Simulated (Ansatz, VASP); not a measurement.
# Two plane-wave programs on Sc3Ru

```
CELL_PARAMETERS angstrom
4.10720 0.00000 0.00000
0.00000 4.10720 0.00000
0.00000 0.00000 4.10720
ATOMIC_POSITIONS crystal
Sc 0.00000 0.50000 0.50000
Sc 0.50000 0.00000 0.50000
Sc 0.50000 0.50000 0.00000
Ru 0.00000 0.00000 0.00000
```

Alike in both runs: task relaxation of cell and atoms; functional PBE; k mesh 4 × 4 × 4; occupations gaussian, width 0.1 eV; no spin polarisation.

|  | VASP | Ansatz |
| --- | --- | --- |
| version | VASP 6.6.1 | Ansatz 0.2.0 |
| potentials or method | VASP PAW PBE potentials, release 64 (Sc_sv, Ru_pv), cutoff 600 eV | scalar-relativistic, plane waves, PAW |
| valence electrons in the cell | 47 | 49 |

Ansatz gave:

| Quantity | Value |
| --- | --- |
| gap on the k mesh at the Fermi level, each at its own relaxed structure (eV) | none |
| relaxed volume (Å³/atom) | 19.83 |
| relaxed length of the cell vector where the two differ most in proportion (Å) | 4.297 |

What did VASP give for the same quantities?

gap on the k mesh at the Fermi level, each at its own relaxed structure (eV): none; relaxed volume (Å³/atom): 19.84; relaxed length of the cell vector where the two differ most in proportion (Å): 4.297.

A gap of «none» marks a metal or a gap that the smearing closes. VASP's potentials hold 47 valence electrons a cell and Ansatz's 49, so a difference there can come from the potentials and not from the codes.

The k mesh is coarse, so the values compare programs but aren't converged.
